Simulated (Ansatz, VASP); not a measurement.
Cu: VASP beside Ansatz

The input INCAR:

```
SYSTEM = Cu
  PREC = Accurate
  ENCUT = 600
  EDIFF = 1E-7
  ISMEAR = -1
  SIGMA = 0.05
  LREAL = .FALSE.
  LASPH = .TRUE.
  NELM = 120
  ALGO = Normal
  ISIF = 3
  LWAVE = .FALSE.
  LCHARG = .FALSE.
  GGA = PS
  IBRION = 2
  NSW = 80
  EDIFFG = -0.01
  GGA_COMPAT = .FALSE.
  NELMIN = 4
```

File KPOINTS:

```
Automatic mesh
0
G
  18 18 18
  0 0 0
```

Contents of POSCAR:

```
Cu
1.0
    0.0000000000      1.8074800000      1.8074800000
    1.8074800000      0.0000000000      1.8074800000
    1.8074800000      1.8074800000      0.0000000000
Cu
1
Direct
    0.0000000000      0.0000000000      0.0000000000
```

Input for Ansatz:

```yaml
crystal:
  lattice:
    - [0.0, 1.80748, 1.80748]
    - [1.80748, 0.0, 1.80748]
    - [1.80748, 1.80748, 0.0]
  atoms:
    - { symbol: Cu, position: [0.0, 0.0, 0.0] }
basis:
  ecutwfc: 420
  xc_grid: 2
hamiltonian:
  xc: pbesol
  pseudopotentials: { kind: paw, azcp: { folder: soft_1 } }
kpoints:
  mp_grid: { grid: [18, 18, 18] }
scf:
  occupations: { method: fermi_dirac, width: 0.05 }
  max_iter: 150
output:
  forces: true
  stress: true
relax:
  f_tol: 0.01
  max_steps: 60
  cell: {}
checkpoint:
  write: "../pbesol.run"
  compress: false
  write_wavefunctions: false
  write_every: 100000
```

Alike in both runs: task relaxation of cell and atoms; functional PBEsol; k mesh 18 × 18 × 18; occupations fermi-dirac, width 0.05 eV; no spin polarisation.

|  | VASP | Ansatz |
| --- | --- | --- |
| version | VASP 6.6.1 | Ansatz 0.2.0 |
| potentials or method | VASP PAW PBE potentials, release 64 (Cu), cutoff 600 eV | plane-wave PAW DFT |
| valence electrons in the cell | 11 | 19 |

```tsv
	VASP	Ansatz	Ansatz less VASP
relaxed volume (Å³/atom)	11.37	11.31	-0.056
relaxed cell length with the largest relative difference (Å)	2.524	2.520	-0.0042
```

VASP's potentials were made for PBE, not for PBEsol, and Ansatz warns of the same on its side. VASP's potentials hold 11 valence electrons a cell and Ansatz's 19, so a difference there can come from the potentials and not from the codes.
